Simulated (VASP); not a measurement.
Set up this calculation in VASP 6.6.1, as the native input.

* Task: single point
* Functional: PBE
* Potentials or basis: VASP PAW PBE potentials, release 64 (Cu)
* Cutoff: 520 eV
* k mesh: 38 × 38 × 38
* Occupations: gaussian, width 0.1 eV
* Spin: no spin polarisation
* Dipole correction: no
* Further INCAR settings: ALGO = Fast; EDIFF = 1e-07; NBANDS = 12

The structure of Cu lies in POSCAR:

```
Cu
1.0
    0.0000000000      1.8147456048      1.8147456048
    1.8147456048      0.0000000000      1.8147456048
    1.8147456048      1.8147456048      0.0000000000
Cu
1
Direct
    0.0000000000      0.0000000000      0.0000000000
```

These files were run (other wordings do the same):

INCAR

```
  ALGO = Fast
  EDIFF = 1E-7
  ENCUT = 520
  GGA = PE
  ISIF = 2
  ISMEAR = 0
  LASPH = T
  LCHARG = F
  LREAL = F
  LWAVE = F
  NBANDS = 12
  NELM = 60
  PREC = Accurate
  SIGMA = 0.1
```

KPOINTS

```
k-points
0
Gamma
  38 38 38
```

Potentials or basis: VASP PAW PBE potentials, release 64 (Cu).

Command:

```bash
$ cat potpaw_PBE.64/Cu/POTCAR > POTCAR
$ mpirun -np 1 vasp_std > vasp.out
```

Results of the run:

```json
{
  "Pressure": "0.6 GPa",
  "Band gap on the k mesh": "zero (an odd number of electrons rules out a gap without spin polarisation)"
}
```

Wall time 2.3 min on 1 thread of AMD EPYC 9R45 96-Core Processor (Zen 5), with other jobs on the host, peak memory 0.26 GiB.
